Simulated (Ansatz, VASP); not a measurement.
**SiC in VASP and in Ansatz**

File INCAR:

```
PREC     = Accurate       # precision mode
ENCUT    = 520            # plane-wave cutoff, eV
EDIFF    = 1E-6           # SCF threshold, eV
ISMEAR   = 0              # smearing method
SIGMA    = 0.01           # smearing width, eV
LREAL    = F              # projectors in reciprocal space
LASPH    = T              # aspherical terms in the spheres
NELM     = 80             # most SCF steps
ALGO     = Normal         # electronic algorithm
ISIF     = 2              # what is computed and relaxed
LWAVE    = F              # write WAVECAR
LCHARG   = F              # write CHGCAR
GGA      = PE             # functional
NBANDS   = 16             # bands
```

File KPOINTS:

```
Automatic mesh
0
Gamma
  8 8 8
```

Contents of POSCAR:

```
SiC
1.0
    1.5415877827      0.8900361213      5.3212273245
   -1.5415877827      0.8900361213      5.3212273245
    0.0000000000     -1.7800722426      5.3212273245
C Si
2 2
Direct
    0.4491910690      0.4491910690      0.4491910690
    0.5508089310      0.5508089310      0.5508089310
    0.9254740595      0.9254740595      0.9254740595
    0.0745259405      0.0745259405      0.0745259405
```

Input for Ansatz:

```yaml
crystal:
  lattice:
    - [1.5415877827, 0.8900361213, 5.3212273245]
    - [-1.5415877827, 0.8900361213, 5.3212273245]
    - [0.0, -1.7800722426, 5.3212273245]
  atoms:
    - { symbol: C, position: [0.449191069, 0.449191069, 0.449191069] }
    - { symbol: Si, position: [0.9254740595, 0.9254740595, 0.9254740595] }
    - { symbol: Si, position: [0.0745259405, 0.0745259405, 0.0745259405] }
    - { symbol: C, position: [0.550808931, 0.550808931, 0.550808931] }
kpoints:
  mp_grid: { grid: [8, 8, 8] }
hamiltonian:
  xc: pbe
scf:
  occupations: { method: fixed }
output:
  optics:
    e_range: [0, 12]
    de: 0.05
    sigma: 0.1
    bands: { spectra_wanted_up_to: 12 }
```

Alike in both runs: task single point; functional PBE; k mesh 8 × 8 × 8; no spin polarisation.

|  | VASP | Ansatz |
| --- | --- | --- |
| version | VASP 6.6.1 | Ansatz 0.2.0 |
| potentials or method | VASP PAW PBE potentials, release 64 (C, Si) | plane waves, PAW |
| plane-wave cutoff (eV) | 520 | 420 |
| occupations | gaussian, width 0.01 eV | fixed |
| valence electrons in the cell | 16 | 16 |

```csv
,VASP,Ansatz,Ansatz less VASP
gap on the k mesh at the Fermi level (eV),0.49,0.49,+0.002
```
